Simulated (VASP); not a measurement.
# Ce: single point with PBE

Ce:

```xyz
1
Lattice="0.0000 2.3775 2.3775 2.3775 0.0000 2.3775 2.3775 2.3775 0.0000" Properties=species:S:1:pos:R:3 pbc="T T T"
Ce    0.0000    0.0000    0.0000
```

| Property | Result |
| --- | --- |
| Program | VASP 6.6.1 |
| Task | single point |
| Functional | PBE |
| Potentials or basis | VASP PAW PBE potentials, release 64 (Ce) |
| Cutoff | 500 eV |
| k mesh | 11 × 11 × 11 |
| Occupations | methfessel-paxton, width 0.03 eV |
| Spin | no spin polarisation |
| Dipole correction | no |
| Further INCAR settings | ALGO = Normal; EDIFF = 1e-06; NBANDS = 12 |

```json
{"Pressure": "-0.8 GPa", "Band gap on the k mesh": "zero (band 6 reaches 9.43 eV, above the bottom of band 7 at 9.10 eV)"}
```

Levels at points of the mesh, in eV from the Fermi level:
```tsv
k point	band 2	band 3	band 4	band 5	band 6	band 7	band 8	band 9	band 10	band 11
(0.00, 0.00, 0.00)	-15.93	-15.93	-15.93	-2.86	-0.16	0.41	0.41	0.41	1.15	1.15
```

Run time: 27 s on 1 thread of Intel(R) Xeon(R) Platinum 8375C CPU @ 2.90GHz (Ice Lake), on a shared host, peak memory 0.17 GiB.

Caveat: spin-orbit coupling is left out, which moves the levels of the heavy elements. Spin polarisation is off, so any magnetic state and its effect on volume and gap are missing.
